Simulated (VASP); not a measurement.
Here is a VASP 6.6.1 calculation.

File POSCAR:

```
GaN
1.0
    0.0000000000      2.2074978911      2.2074978911
    2.2074978911      0.0000000000      2.2074978911
    2.2074978911      2.2074978911      0.0000000000
Ga N
1 1
Direct
    0.0000000000      0.0000000000      0.0000000000
    0.2500000000      0.2500000000      0.2500000000
```

The input INCAR.step1:

```
SYSTEM = GaN
PREC = Accurate ; ENCUT = 910
ISMEAR = -1 ; SIGMA = 0.05
LREAL = .FALSE. ; LASPH = .TRUE.
NELM = 120 ; NBANDS = 16
GGA = PE ; ALGO = Normal
EDIFF = 1E-5 ; LWAVE = .TRUE.
LCHARG = .FALSE. ; GGA_COMPAT = .FALSE.
```

Contents of INCAR.step2:

```
SYSTEM = GaN
PREC = Accurate ; ENCUT = 910
EDIFF = 1E-6 ; ISMEAR = -1
SIGMA = 0.05 ; LREAL = .FALSE.
LASPH = .TRUE. ; NELM = 120
ALGO = Normal ; ISIF = 2
LWAVE = .FALSE. ; LCHARG = .FALSE.
METAGGA = R2SCAN ; LMIXTAU = .TRUE.
IVDW = 13 ; VDW_S6 = 1.0
VDW_S8 = 0.6018749 ; VDW_A1 = 0.51559235
VDW_A2 = 5.77342911 ; NBANDS = 16
ISTART = 1 ; GGA_COMPAT = .FALSE.
```

Contents of KPOINTS:

```
regular mesh
0
G
  10 10 10
  0 0 0
```

Potentials or basis: VASP PAW PBE potentials, release 64 (Ga_d, N_h).

The run is started by

```sh
$ cat potpaw_PBE.64/Ga_d/POTCAR potpaw_PBE.64/N_h/POTCAR > POTCAR
$ cp INCAR.step1 INCAR
$ mpirun -np 1 vasp_std > vasp.out
$ cp INCAR.step2 INCAR
$ mpirun -np 1 vasp_std > vasp.out
```

Estimate the pressure.

11.3 GPa.

Predict the dispersion energy per atom.

-0.154 eV.

Caveat: the cutoff is under 1.25 times the usual one of these potentials, so pressure, stress and relaxed cells hold a basis-set (Pulay) error; the PAW data sets were made with another functional, which shifts forces and pressure a little.
